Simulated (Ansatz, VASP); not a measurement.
## One calculation of Te, two programs

```
CELL_PARAMETERS angstrom
4.45828 0.00000 0.00000
-2.22914 3.86099 0.00000
0.00000 0.00000 5.92120
ATOMIC_POSITIONS crystal
Te 0.26560 0.00000 0.83333
Te 0.00000 0.26560 0.16667
Te 0.73440 0.73440 0.50000
```

Alike in both runs: task single point; functional r2SCAN; k mesh 8 × 8 × 6; occupations gaussian, width 0.05 eV; no spin polarisation.

```csv
,VASP,Ansatz
version,VASP 6.6.1,Ansatz 0.2.0
potentials or method,"VASP PAW PBE potentials, release 64 (Te), cutoff 520 eV","scalar-relativistic, plane waves, PAW"
valence electrons in the cell,18,48
```

|  | VASP | Ansatz | Ansatz less VASP |
| --- | --- | --- | --- |
| gap on the k mesh at the Fermi level (eV) | 0.58 | 0.59 | +0.011 |
| least direct gap on the mesh (eV) | 0.66 | 0.68 | +0.024 |
| pressure (GPa) | 1.3 | 1.2 | -0.03 |
| traceless stress, the component that is largest in VASP (GPa) | 0.12 | 0.09 | -0.035 |
| rms of the force components (eV/Å) | 0.017 | 0.000 | -0.0166 |

VASP's potentials were made for PBE, not for r2SCAN. Atom by atom the forces differ by 0.017 eV/Å (rms over components). With one functional, cell and mesh, what is left measures potentials, basis and numerics. VASP's potentials hold 18 valence electrons a cell and Ansatz's 48, so a difference there can come from the potentials and not from the codes.

Neither program's run includes spin-orbit coupling.
